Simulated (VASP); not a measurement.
# Si3H2C4 in VASP: a series of runs, part 2 of 2

VASP 6.6.1. The steps go on from the part before.

### Step 3. Relaxation of the atoms, PBEsol

The input, INCAR:

```
SYSTEM = Si3H2C4
PREC = Accurate ; ENCUT = 520
EDIFF = 1E-6 ; ISMEAR = 0
SIGMA = 0.05 ; LREAL = Auto
LASPH = .True. ; NELM = 80
ALGO = Fast ; ISIF = 2
LWAVE = .False. ; LCHARG = .False.
LDIPOL = .True. ; IDIPOL = 3
DIPOL = 0.5 0.5 0.350 ; GGA = PS
IBRION = 2 ; NSW = 50
EDIFFG = -0.03
```

The input, KPOINTS:

```
regular mesh
0
Gamma
  4 8 1
  0 0 0
```

The input, POSCAR:

```
Si3H2C4
1.0
    6.1612406585      0.0000000000      0.0000000000
    0.0000000000      3.0806203293      0.0000000000
    0.0000000000      0.0000000000     20.0373883794
C Si H
8 6 4
Selective dynamics
Direct
    0.5000000000      0.5000000000      0.2321862369  F F F
    0.0000000000      0.5000000000      0.2321862369  F F F
    0.7500000000      0.0000000000      0.3408993827  F F F
    0.2500000000      0.0000000000      0.3408993827  F F F
   -0.0030845247      0.5000000000      0.4585056198  T T T
    0.5025344794      0.5000000000      0.4393701591  T T T
    0.3882415188      0.0000000000      0.5395091369  T T F
    0.6113304144      0.0000000000      0.5537325474  T T F
    0.2500000000      0.5000000000      0.2865428098  F F F
    0.7500000000      0.5000000000      0.2865428098  F F F
    0.5007931218      0.0000000000      0.3905969197  T T T
   -0.0017190108      0.0000000000      0.3987726949  T T T
    0.7211506902      0.5000000000      0.5056746813  T T T
    0.2734664829      0.5000000000      0.5017867513  T T T
    0.5000000000      0.2248963861      0.1983620084  F F F
    0.5000000000      0.7751036139      0.1983620084  F F F
    0.0000000000      0.7747262802      0.1982371399  F F F
    0.0000000000      0.2252737198      0.1982371399  F F F
```

Potentials or basis: VASP PAW PBE potentials, release 64 (C, Si, H).

Started as:

```sh
> cat potpaw_PBE.64/C/POTCAR potpaw_PBE.64/Si/POTCAR potpaw_PBE.64/H/POTCAR > POTCAR
> mpirun -np 1 vasp_std > vasp.out
```

OUTCAR:

```text
SYSTEM = Si3H2C4
   PREC = Accurate
   ENCUT = 520
   EDIFF = 1E-6
   ISMEAR = 0
   LREAL = Auto
   LASPH = .True.
   NELM = 80
   ISIF = 2
   GGA = PS
   IBRION = 2
   NSW = 50
   EDIFFG = -0.03

 ion  position               nearest neighbor table
   1  0.500  0.500  0.232-  15 1.09  16 1.09   9 1.89  10 1.89
   2  0.000  0.500  0.232-  17 1.09  18 1.09   9 1.89  10 1.89
   3  0.750  0.000  0.341-  11 1.83  10 1.89  10 1.89  12 1.92
   4  0.250  0.000  0.341-  11 1.84   9 1.89   9 1.89  12 1.94
   5  0.997  0.500  0.459-  14 1.91  13 1.94  12 1.95  12 1.95
   6  0.503  0.500  0.439-  11 1.82  11 1.82  14 1.89  13 1.89
   7  0.388  0.000  0.540-   8 1.40  14 1.86  14 1.86
   8  0.611  0.000  0.554-   7 1.40  13 1.94  13 1.94
   9  0.250  0.500  0.287-   1 1.89   2 1.89   4 1.89   4 1.89  11 3.02  11 3.02  10 3.08  10 3.08
                            12 3.14  12 3.14
  10  0.750  0.500  0.287-   1 1.89   2 1.89   3 1.89   3 1.89  11 3.01  11 3.01   9 3.08   9 3.08
                            12 3.13  12 3.13
  11  0.501  0.000  0.391-   6 1.82   6 1.82   3 1.83   4 1.84  10 3.01  10 3.01   9 3.02   9 3.02
                            14 3.05  14 3.05  12 3.07  13 3.09  13 3.09  12 3.10
  12  0.998  0.000  0.399-   3 1.92   4 1.94   5 1.95   5 1.95  11 3.07  14 3.08  14 3.08  11 3.10
                            10 3.13  10 3.13   9 3.14   9 3.14  13 3.14  13 3.14
  13  0.721  0.500  0.506-   6 1.89   8 1.94   8 1.94   5 1.94  14 2.76  11 3.09  11 3.09  12 3.14
                            12 3.14
  14  0.273  0.500  0.502-   7 1.86   7 1.86   6 1.89   5 1.91  13 2.76  11 3.05  11 3.05  12 3.08
                            12 3.08
  15  0.500  0.225  0.198-   1 1.09
  16  0.500  0.775  0.198-   1 1.09
  17  0.000  0.775  0.198-   2 1.09
  18  0.000  0.225  0.198-   2 1.09

  LATTYP: Found a simple orthorhombic cell.
 ALAT       =     3.0806203293
 B/A-ratio  =     2.0000000000
 C/A-ratio  =     6.5043355680

  Lattice vectors:

 A1 = (   0.0000000000,  -3.0806203293,   0.0000000000)
 A2 = (   6.1612406585,   0.0000000000,   0.0000000000)
 A3 = (   0.0000000000,   0.0000000000,  20.0373883794)

Analysis of symmetry for initial positions (statically):
=====================================================================
 Subroutine PRICEL returns:
 Original cell was already a primitive cell.

 Routine SETGRP: Setting up the symmetry group for a
 simple orthorhombic supercell.

 Subroutine GETGRP returns: Found  2 space group operations
 (whereof  2 operations were pure point group operations)
 out of a pool of  8 trial point group operations.

The static configuration has the point symmetry C_1h.

Analysis of symmetry for dynamics (positions and initial velocities):
=====================================================================
 Subroutine PRICEL returns:
 Original cell was already a primitive cell.

 Routine SETGRP: Setting up the symmetry group for a
 simple orthorhombic supercell.

 Subroutine GETGRP returns: Found  2 space group operations
 (whereof  2 operations were pure point group operations)
 out of a pool of  8 trial point group operations.

The dynamic configuration has the point symmetry C_1h.

Analysis of constrained symmetry for selective dynamics:
=====================================================================
[... 134 lines left out ...]
   EDIFFG = -.3E-01   stopping-criterion for IOM
   NSW    =     50    number of steps for IOM
   IBRION =      2    ionic relax: 0-MD 1-quasi-New 2-CG
   NFREE  =      1    steps in history (QN), initial steepest desc. (CG)
   ISIF   =      2    stress and relaxation
   ISYM   =      2    0-nonsym 1-usesym 2-fastsym
   POTIM  = 0.5000    time-step for ionic-motion
   TEBEG  =    0.0;   TEEND  =   0.0 temperature during run
   PSTRESS=    0.0 pullay stress
   NELECT =      60.0000    total number of electrons
   NUPDOWN=      -1.0000    fix difference up-down
   EMIN   =  10.00;   EMAX   =-10.00  energy-range for DOS
   EFERMI =   0.00;   METHOD = LEGACY
   ISMEAR =     0;   SIGMA  =   0.05  broadening in eV -4-tet -1-fermi 0-gaus
   EFERMI_NEDOS =   21; number of points for ismear=-14 and -15
   IALGO  =     68    algorithm
   IMIX   =      4    mixing-type and parameters
     AMIX     =   0.40;   BMIX     =  1.00
     AMIX_MAG =   1.60;   BMIX_MAG =  1.00
  volume/ion in A,a.u.               =      21.13       142.58
  Fermi-wavevector in a.u.,A,eV,Ry     =   0.884591  1.671636 10.646588  0.782502
  Thomas-Fermi vector in A             =   2.005512
   LORBIT       =      0    0 simple, 1 ext, 2 COOP (PROOUT), +10 PAW based schemes
   GGA     = PS    functional components
   LHFCALC =     F    Hartree Fock is set to
   AEXX    =    0.0000 exact exchange contribution
   IVDW    =     0    specifies the selected vdW correction
   LEPSILON=     F    determine dielectric tensor
   LRPA    =     F    only Hartree local field effects (RPA)
 conjugate gradient relaxation of ions
 non-spin polarized calculation
 RMM-DIIS sequential band-by-band and
 Gauss-broadening in eV      SIGMA  =   0.05
  energy-cutoff  :      520.00
  volume of cell :      380.32
 maximum number of plane-waves:     10275
 NGX is ok and might be reduce to    48
   NGX = 23   NGY = 11   NGZ = 75

 dipolmoment           0.000000      0.000000     -0.000111 electrons x Angstroem

--------------------------------------- Ionic step        1  -------------------------------------------

 number of electron      59.9999999 magnetization

 Free energy of the ion-electron system (eV)
  ---------------------------------------------------
  ext. energy  EPLUGINS =         0.00000000
  ---------------------------------------------------
  free energy    TOTEN  =      -123.54814848 eV

  energy without entropy =     -123.54496255  energy(sigma->0) =     -123.54655551

------------------------ aborting loop because EDIFF is reached ----------------------------------------

  FORCE on cell =-STRESS in cart. coord.  units (eV):
  Direction    XX          YY          ZZ          XY          YZ          ZX
  --------------------------------------------------------------------------------------
  -------------------------------------------------------------------------------------
  Total       -3.6955765     13.3859147     -0.3708175      0.0000000      0.0000000     -0.1268396
  in kB      -15.5684478     56.3911783     -1.5621521      0.0000000      0.0000000     -0.5343405
  external PRESSURE =      13.0868595 kB  Pullay stress =       0.0000000 kB
[... 137 lines left out ...]
  FREE ENERGIE OF THE ION-ELECTRON SYSTEM (eV)
  ---------------------------------------------------
  free  energy   TOTEN  =      -123.5698041740 eV

  energy  without entropy=     -123.5664337659  energy(sigma->0) =     -123.56811897

[... ionic steps 4 to 11 ...]

--------------------------------------- Ionic step       12  -------------------------------------------

 number of electron      60.0000000 magnetization

------------------------ aborting loop because EDIFF is reached ----------------------------------------
[... 99 lines left out ...]
--------------------------------------- Ionic step       14  -------------------------------------------

 number of electron      60.0000000 magnetization

 dipolmoment           0.000000      0.000000      0.157554 electrons x Angstroem

 Free energy of the ion-electron system (eV)
  ---------------------------------------------------
  ext. energy  EPLUGINS =         0.00000000
  ---------------------------------------------------
  free energy    TOTEN  =      -123.60086771 eV

  energy without entropy =     -123.59995704  energy(sigma->0) =     -123.60041238

 E-fermi :   0.9191     XC(G=0):  -5.2615

 val. band max:        0.8626989165   @ k =   0.2500   0.0000   0.0000
 cond. band min:       0.9624413110   @ k =   0.5000   0.0000   0.0000
 fundamental gap:      0.0997423945
 Fermi energy:         0.9191358144

 k-point     1 :       0.0000    0.0000    0.0000
  band No.  band energies     occupation
      1     -15.8246      2.00000
      2     -14.8308      2.00000
      3     -13.4634      2.00000
      4     -12.5718      2.00000
      5     -12.3063      2.00000
      6     -12.2686      2.00000
[... 634 lines left out ...]
     39       5.5216      0.00000
     40       5.7977      0.00000

------------------------ aborting loop because EDIFF is reached ----------------------------------------

 vacuum level on the upper side and lower side of the slab       (xc-potential included)         0.590        -0.809

  FORCE on cell =-STRESS in cart. coord.  units (eV):
  Direction    XX          YY          ZZ          XY          YZ          ZX
  --------------------------------------------------------------------------------------
  -------------------------------------------------------------------------------------
  Total       -3.4065521     14.4788709     -1.5201834      0.0000000      0.0000000     -0.1634044
  in kB      -14.3508672     60.9955022     -6.4041147      0.0000000      0.0000000     -0.6883779
  external PRESSURE =      13.4135068 kB  Pullay stress =       0.0000000 kB
[... 33 lines left out ...]
  FREE ENERGIE OF THE ION-ELECTRON SYSTEM (eV)
  ---------------------------------------------------
  free  energy   TOTEN  =      -123.6008677085 eV

  energy  without entropy=     -123.5999570424  energy(sigma->0) =     -123.60041238

 reached required accuracy - stopping structural energy minimisation

 vacuum level on the upper side and lower side of the slab         5.567         4.124
```

Wall time 38 min (1 thread of Oxide Virtual Turin-like, shared host); peak memory 0.5 GiB.

Results:

```
Free energy               : -123.6009 eV
Energy gained by relaxing : 2.9 meV/atom
Ionic steps               : 14
Band gap on the k mesh    : zero (bands 30 and 31 overlap by 0.20 eV)
```

Step by step:
| step | energy change (eV) | largest force on free atoms (eV/Å) | pressure (GPa) |
| --- | --- | --- | --- |
| 1 | 0.0000 | 0.9177 | 1.31 |
| 2 | -0.0052 | 1.6047 | 1.62 |
| 3 | -0.0217 | 0.5559 | 1.46 |
| 4 | -0.0442 | 0.3021 | 1.40 |
| 5 | -0.0443 | 0.3132 | 1.39 |
| 6 | -0.0498 | 0.1969 | 1.34 |
| 7 | -0.0498 | 0.1934 | 1.34 |
| 8 | -0.0514 | 0.2452 | 1.36 |
| 9 | -0.0518 | 0.1572 | 1.35 |
| 10 | -0.0521 | 0.1452 | 1.31 |
| 11 | -0.0524 | 0.0512 | 1.33 |
| 12 | -0.0527 | 0.0360 | 1.34 |
| 13 | -0.0527 | 0.0384 | 1.34 |
| 14 | -0.0527 | 0.0172 | 1.34 |

Final structure:
```
C Si H
1.0
     6.16124    0.00000    0.00000
     0.00000    3.08062    0.00000
     0.00000    0.00000   20.03739
C Si H
8 6 4
Cartesian
  3.0806 1.5403 4.6524
  0.0000 1.5403 4.6524
  4.6209 0.0000 6.8307
  1.5403 0.0000 6.8307
  6.1299 1.5403 9.2158
  3.1129 1.5403 8.8372
  2.3994 0.0000 10.8104
  3.7619 0.0000 11.0954
  1.5403 1.5403 5.7416
  4.6209 1.5403 5.7416
  3.0900 0.0000 7.8436
  6.1427 0.0000 8.0075
  4.4277 1.5403 10.2149
  1.6782 1.5403 10.0623
  3.0806 0.6928 3.9747
  3.0806 2.3878 3.9747
  0.0000 2.3866 3.9722
  0.0000 0.6940 3.9722
```

Levels at points of the mesh, in eV from the Fermi level:
```tsv
k point	band 26	band 27	band 28	band 29	band 30	band 31	band 32	band 33	band 34	band 35
(0.00, 0.00, 0.00)	-2.14	-1.74	-1.63	-1.45	-0.16	0.75	1.19	2.62	2.81	3.36
(0.50, 0.00, 0.00)	-2.64	-1.97	-1.65	-1.59	0.04	0.75	2.31	2.88	3.04	3.39
(0.00, 0.50, 0.00)	-2.85	-2.35	-2.22	-2.13	-1.71	-0.16	1.37	2.62	3.08	3.48
(0.50, 0.50, 0.00)	-3.98	-3.48	-3.08	-2.60	-2.25	0.56	2.19	2.56	2.99	3.23
```

Caveat: the PAW data sets were made with another functional, which shifts forces and pressure a little.
